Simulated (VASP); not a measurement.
# YS (Fm-3m) in VASP: single point with LDA

Aim: the single point of YS with LDA.

Program: VASP 6.6.1. These are calculated values, not measurements. Logs are shortened: lines on timing, memory, paths and dates and some standing lists are left out, and cuts for length are marked.

### 1 The cell of the first run

Symmetry: Fm-3m, No. 225, cubic system. Conventional cell: a = 5.487 Å, b = 5.487 Å, c = 5.487 Å, α = 90.00°, β = 90.00°, γ = 90.00°. Within 3.6 Å of Y (site symmetry m-3m) lie 6 S at 2.74 Å. S (site symmetry m-3m) has 6 Y at 2.74 Å within 3.6 Å.

### 2 Single point, LDA

INCAR

```
SYSTEM = YS
  PREC = Accurate
  ENCUT = 500
  EDIFF = 1E-6
  ISMEAR = -1
  SIGMA = 0.05
  LREAL = .FALSE.
  LASPH = .TRUE.
  NELM = 120
  ALGO = Normal
  ISIF = 2
  LWAVE = .FALSE.
  LCHARG = .TRUE.
  GGA = CA
  LELF = .TRUE.
  LVHAR = .TRUE.
  NBANDS = 16
  GGA_COMPAT = .FALSE.
```

KPOINTS

```
Automatic mesh
0
G
  7 7 7
  0 0 0
```

POSCAR

```
YS
1.0
    3.8801070000      0.0000000000      0.0000000000
    1.9400535000      3.3602712314      0.0000000000
    1.9400535000      1.1200904105      3.1680940991
Y S
1 1
Direct
    0.5000000000      0.5000000000      0.5000000000
    0.0000000000      0.0000000000      0.0000000000
```

Potentials or basis: VASP PAW LDA potentials, release 64 (Y_sv, S).

On the command line:

```bash
cat potpaw_LDA.64/Y_sv/POTCAR potpaw_LDA.64/S/POTCAR > POTCAR
mpirun -np 1 vasp_std > vasp.out
```

OUTCAR:

```text
SYSTEM = YS
   PREC = Accurate
   ENCUT = 500
   EDIFF = 1E-6
   ISMEAR = -1
   LREAL = .FALSE.
   LASPH = .TRUE.
   NELM = 120
   ISIF = 2
   GGA = CA

 ion  position               nearest neighbor table
   1  0.500  0.500  0.500-   2 2.74   2 2.74   2 2.74   2 2.74   2 2.74   2 2.74
   2  0.000  0.000  0.000-   1 2.74   1 2.74   1 2.74   1 2.74   1 2.74   1 2.74

  LATTYP: Found a face centered cubic cell.
 ALAT       =     5.4872999429

  Lattice vectors:

 A1 = (   3.8801070000,   0.0000000000,   0.0000000000)
 A2 = (   1.9400535000,   3.3602712314,   0.0000000000)
 A3 = (   1.9400535000,   1.1200904105,   3.1680940991)

Analysis of symmetry for initial positions (statically):
=====================================================================
 Subroutine PRICEL returns:
 Original cell was already a primitive cell.

 Routine SETGRP: Setting up the symmetry group for a
 face centered cubic supercell.

 Subroutine GETGRP returns: Found 48 space group operations
 (whereof 48 operations were pure point group operations)
 out of a pool of 48 trial point group operations.

The static configuration has the point symmetry O_h .

Analysis of symmetry for dynamics (positions and initial velocities):
=====================================================================
 Subroutine PRICEL returns:
 Original cell was already a primitive cell.

 Routine SETGRP: Setting up the symmetry group for a
 face centered cubic supercell.

 Subroutine GETGRP returns: Found 48 space group operations
 (whereof 48 operations were pure point group operations)
 out of a pool of 48 trial point group operations.

The dynamic configuration has the point symmetry O_h .

 Subroutine INISYM returns: Found 48 space group operations
 (whereof 48 operations are pure point group operations),
 and found     1 'primitive' translations

----------------------------------------------------------------------------------------

                                     Primitive cell

  volume of cell :      41.3063

  direct lattice vectors                    reciprocal lattice vectors
     3.880107000  0.000000000  0.000000000     0.257724851 -0.148797512 -0.105215730
     1.940053500  3.360271231  0.000000000     0.000000000  0.297595025 -0.105215730
     1.940053500  1.120090411  3.168094099     0.000000000  0.000000000  0.315647190

  length of vectors
     3.880107000  3.880107000  3.880107000     0.315647190  0.315647190  0.315647190

  position of ions in fractional coordinates (direct lattice)
     0.500000000  0.500000000  0.500000000
     0.000000000  0.000000000  0.000000000

  ion indices of the primitive-cell ions
   primitive index   ion index
                 1           1
                 2           2

----------------------------------------------------------------------------------------

 KPOINTS: Automatic mesh

Automatic generation of k-mesh.
 Grid dimensions read from file:
 generate k-points for:    7    7    7

 Generating k-lattice:

  Cartesian coordinates                     Fractional coordinates (reciprocal lattice)
     0.036817836 -0.021256787 -0.015030819     0.142857143  0.000000000 -0.000000000
     0.000000000  0.042513575 -0.015030819     0.000000000  0.142857143 -0.000000000
     0.000000000  0.000000000  0.045092456     0.000000000  0.000000000  0.142857143

  Length of vectors
     0.045092456  0.045092456  0.045092456

  Shift w.r.t. Gamma in fractional coordinates (k-lattice)
     0.000000000  0.000000000  0.000000000

 Subroutine IBZKPT returns following result:
 ===========================================

 Found     20 irreducible k-points:

 Following reciprocal coordinates:
            Coordinates               Weight
  0.000000  0.000000  0.000000      1.000000
  0.142857  0.000000 -0.000000      8.000000
  0.285714  0.000000 -0.000000      8.000000
  0.428571  0.000000 -0.000000      8.000000
  0.142857  0.142857  0.000000      6.000000
  0.285714  0.142857 -0.000000     24.000000
[... 12 lines left out ...]
 -0.428571  0.428571  0.142857     24.000000
 -0.285714  0.428571  0.142857     24.000000
   k-points           NKPTS =     20   k-points in BZ     NKDIM =     20   number of bands    NBANDS=     16
   number of dos      NEDOS =    301   number of ions     NIONS =      2
   total plane-waves  NPLWV =  21952
   dimension x,y,z NGX =    28 NGY =   28 NGZ =   28
   dimension x,y,z NGXF=    56 NGYF=   56 NGZF=   56
   ions per type =               1   1
   NGX,Y,Z   is equivalent  to a cutoff of  12.00, 12.00, 12.00 a.u.
   NGXF,Y,Z  is equivalent  to a cutoff of  23.99, 23.99, 23.99 a.u.
 SYSTEM =  YS
   PREC   = accura    normal or accurate (medium, high low for compatibility)
   ISTART =      0    job   : 0-new  1-cont  2-samecut
   ICHARG =      2    charge: 1-file 2-atom 10-const
   ISPIN  =      1    spin polarized calculation?
   LNONCOLLINEAR =      F non collinear calculations
   LSORBIT =      F    spin-orbit coupling
   LASPH  =      T    aspherical Exc in radial PAW
   ENCUT  =  500.0 eV  36.75 Ry    6.06 a.u.   7.07  7.07  7.07*2*pi/ulx,y,z
   NELM   =    120;   NELMIN=  2; NELMDL= -5     # of ELM steps
   EDIFF  = 0.1E-05   stopping-criterion for ELM
   LREAL  =      F    real-space projection
   EDIFFG = 0.1E-04   stopping-criterion for IOM
   NSW    =      0    number of steps for IOM
   IBRION =     -1    ionic relax: 0-MD 1-quasi-New 2-CG
   NFREE  =      0    steps in history (QN), initial steepest desc. (CG)
   ISIF   =      2    stress and relaxation
   ISYM   =      2    0-nonsym 1-usesym 2-fastsym
   POTIM  = 0.5000    time-step for ionic-motion
   TEBEG  =    0.0;   TEEND  =   0.0 temperature during run
   PSTRESS=    0.0 pullay stress
   NELECT =      17.0000    total number of electrons
   NUPDOWN=      -1.0000    fix difference up-down
   EMIN   =  10.00;   EMAX   =-10.00  energy-range for DOS
   EFERMI =   0.00;   METHOD = LEGACY
   ISMEAR =    -1;   SIGMA  =   0.05  broadening in eV -4-tet -1-fermi 0-gaus
   EFERMI_NEDOS =   21; number of points for ismear=-14 and -15
   IALGO  =     38    algorithm
   IMIX   =      4    mixing-type and parameters
     AMIX     =   0.40;   BMIX     =  1.00
     AMIX_MAG =   1.60;   BMIX_MAG =  1.00
  volume/ion in A,a.u.               =      20.65       139.37
  Fermi-wavevector in a.u.,A,eV,Ry     =   1.217734  2.301184 20.175754  1.482876
  Thomas-Fermi vector in A             =   2.353044
   LORBIT       =      0    0 simple, 1 ext, 2 COOP (PROOUT), +10 PAW based schemes
   GGA     = CA    functional components
   LHFCALC =     F    Hartree Fock is set to
   AEXX    =    0.0000 exact exchange contribution
   IVDW    =     0    specifies the selected vdW correction
   LEPSILON=     F    determine dielectric tensor
   LRPA    =     F    only Hartree local field effects (RPA)
 non-spin polarized calculation
  energy-cutoff  :      500.00
  volume of cell :       41.31
 maximum number of plane-waves:      1067
   NGX = 15   NGY = 15   NGZ = 15

 number of electron      16.9999999 magnetization

 Free energy of the ion-electron system (eV)
  ---------------------------------------------------
  ext. energy  EPLUGINS =         0.00000000
  ---------------------------------------------------
  free energy    TOTEN  =       -16.01977021 eV

  energy without entropy =      -16.01077973  energy(sigma->0) =      -16.01527497

 E-fermi :   6.8018     XC(G=0): -10.7854

 val. band max:        6.6602447645   @ k =   0.1429   0.0000  -0.0000
 cond. band min:       6.8520373780   @ k =   0.1429   0.0000  -0.0000
 fundamental gap:      0.1917926135
 Fermi energy:         6.8018463698

 k-point     1 :       0.0000    0.0000    0.0000
  band No.  band energies     occupation
      1     -36.4312      2.00000
      2     -16.4918      2.00000
      3     -16.4918      2.00000
      4     -16.4918      2.00000
      5      -8.3453      2.00000
      6       3.3120      2.00000
[... 8 lines left out ...]
     15      13.5182      0.00000
     16      19.3308      0.00000

 k-point     2 :       0.1429    0.0000   -0.0000
  band No.  band energies     occupation
      1     -36.4254      2.00000
      2     -16.5825      2.00000
      3     -16.4982      2.00000
      4     -16.4982      2.00000
      5      -8.1155      2.00000
      6       2.2970      2.00000
[... 8 lines left out ...]
     15      14.3976      0.00000
     16      17.6955      0.00000

 k-point     3 :       0.2857    0.0000   -0.0000
  band No.  band energies     occupation
      1     -36.4125      2.00000
      2     -16.7758      2.00000
      3     -16.5125      2.00000
      4     -16.5125      2.00000
      5      -7.5713      2.00000
      6       0.7334      2.00000
[... 8 lines left out ...]
     15      14.7282      0.00000
     16      15.7457      0.00000

 k-point     4 :       0.4286    0.0000   -0.0000
  band No.  band energies     occupation
      1     -36.4021      2.00000
      2     -16.9217      2.00000
      3     -16.5239      2.00000
      4     -16.5239      2.00000
      5      -7.0888      2.00000
      6      -0.2871      2.00000
[... 8 lines left out ...]
     15      13.5017      0.00000
     16      13.5017      0.00000
[... 248 lines left out ...]
 k-point    18 :      -0.4286    0.2857    0.1429
  band No.  band energies     occupation
      1     -36.3958      2.00000
      2     -16.8302      2.00000
      3     -16.6419      2.00000
      4     -16.5672      2.00000
      5      -7.2948      2.00000
      6       0.3981      2.00000
[... 8 lines left out ...]
     15      13.6872      0.00000
     16      14.5345      0.00000

 k-point    19 :      -0.4286    0.4286    0.1429
  band No.  band energies     occupation
      1     -36.3926      2.00000
      2     -16.7893      2.00000
      3     -16.6513      2.00000
      4     -16.6216      2.00000
      5      -7.5118      2.00000
      6       1.0370      2.00000
[... 8 lines left out ...]
     15      13.9756      0.00000
     16      15.7599      0.00000

 k-point    20 :      -0.2857    0.4286    0.1429
  band No.  band energies     occupation
      1     -36.3917      2.00000
      2     -16.7393      2.00000
      3     -16.7337      2.00000
      4     -16.6119      2.00000
      5      -7.3993      2.00000
      6       0.9992      2.00000
[... 8 lines left out ...]
     15      14.4362      0.00000
     16      14.8009      0.00000

------------------------ aborting loop because EDIFF is reached ----------------------------------------

  FORCE on cell =-STRESS in cart. coord.  units (eV):
  Direction    XX          YY          ZZ          XY          YZ          ZX
  --------------------------------------------------------------------------------------
  -------------------------------------------------------------------------------------
  Total       -0.9758054     -0.9758054     -0.9758054      0.0000000     -0.0000000     -0.0000000
  in kB      -37.8492857    -37.8492857    -37.8492857      0.0000000     -0.0000000     -0.0000000
  external PRESSURE =     -37.8492857 kB  Pullay stress =       0.0000000 kB

 VOLUME and BASIS-vectors are now :
 -----------------------------------------------------------------------------
  energy-cutoff  :      500.00
  volume of cell :       41.31
      direct lattice vectors                 reciprocal lattice vectors
     3.880107000  0.000000000  0.000000000     0.257724851 -0.148797512 -0.105215730
     1.940053500  3.360271231  0.000000000     0.000000000  0.297595025 -0.105215730
     1.940053500  1.120090411  3.168094099     0.000000000  0.000000000  0.315647190

 POSITION                                       TOTAL-FORCE (eV/Angst)
 -----------------------------------------------------------------------------------
      3.88011      2.24018      1.58405        -0.000000      0.000000      0.000000
      0.00000      0.00000      0.00000         0.000000     -0.000000      0.000000
 -----------------------------------------------------------------------------------
    total drift:                                0.000000      0.000000      0.000000

  FREE ENERGIE OF THE ION-ELECTRON SYSTEM (eV)
  ---------------------------------------------------
  free  energy   TOTEN  =       -16.0197702054 eV

  energy  without entropy=      -16.0107797305  energy(sigma->0) =      -16.01527497
```

Run time: 9.8 s. Hardware: 1 thread of Intel Xeon 6975P-C (Granite Rapids), shared host; peak memory 0.15 GiB.

What came out:

```yaml
Free_energy: -16.0198 eV
Pressure: -3.8 GPa
Band_gap_on_the_k_mesh: zero (an odd number of electrons rules out a gap without spin polarisation)
```

Caveat: the cell stands under tension.
